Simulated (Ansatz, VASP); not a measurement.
**GaAs in VASP and in Ansatz**

```
Ga As
1.0
     0.00000    2.81740    2.81740
     2.81740    0.00000    2.81740
     2.81740    2.81740    0.00000
Ga As
1 1
Direct
  0.00000 0.00000 0.00000
  0.75000 0.75000 0.75000
```

Change from the starting cell: volume scaled by 0.99.

Alike in both runs: task single point; functional LDA; k mesh 11 × 11 × 11; occupations fermi-dirac, width 0.05 eV; no spin polarisation.

|  | VASP | Ansatz |
| --- | --- | --- |
| version | VASP 6.6.1 | Ansatz 0.2.0 |
| potentials or method | VASP PAW LDA potentials, release 64 (Ga_d, As), cutoff 520 eV | all-electron LAPW, scalar-relativistic |

VASP gave:

- pressure (GPa): -0.9

Task: What did Ansatz give for the same quantities?

Result: Pressure (GPa): -1.2.

LDA's correlation is that of Perdew and Zunger in VASP and of Perdew and Wang (1992) in Ansatz. Ansatz ran all-electron here, and VASP with PAW potentials.
